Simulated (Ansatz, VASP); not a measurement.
## One calculation of C, two programs

```
C
1.0
    -2.45766    0.00000    0.00000
     0.00000    0.00000   -3.52948
     0.00000   -4.25679    0.00000
C
4
Direct
  0.50000 0.00000 0.19486
  0.00000 0.00000 0.66667
  0.00000 0.00000 0.30514
  0.50000 0.00000 0.83333
```

Change from the starting cell: mode 8 frozen in at -0.060 Å and mode 12 at -0.060 Å (largest displacements).

Alike in both runs: task single point; functional PBEsol; dispersion D3(BJ); k mesh 18 × 12 × 10; occupations gaussian, width 0.15 eV; no spin polarisation.

|  | VASP | Ansatz |
| --- | --- | --- |
| version | VASP 6.6.1 | Ansatz 0.2.0 |
| potentials or method | VASP PAW PBE potentials, release 64 (C), cutoff 600 eV | scalar-relativistic, plane waves, PAW |
| valence electrons in the cell | 16 | 16 |

VASP gave:

| Item | Value |
| --- | --- |
| gap on the k mesh at the Fermi level (eV) | none |
| pressure (GPa) | 7.8 |
| traceless stress, the component that is largest in VASP (GPa) | 20.79 |
| rms of the force components (eV/Å) | 4.130 |

Question: Which values does Ansatz return?

Answer: gap on the k mesh at the Fermi level (eV): none; pressure (GPa): 7.6; traceless stress, the component that is largest in VASP (GPa): 20.34; rms of the force components (eV/Å): 4.133.

VASP's potentials were made for PBE, not for PBEsol, and Ansatz warns of the same on its side. Atom by atom the forces differ by 0.014 eV/Å (rms over components). A gap of «none» marks a metal or a gap that the smearing closes.
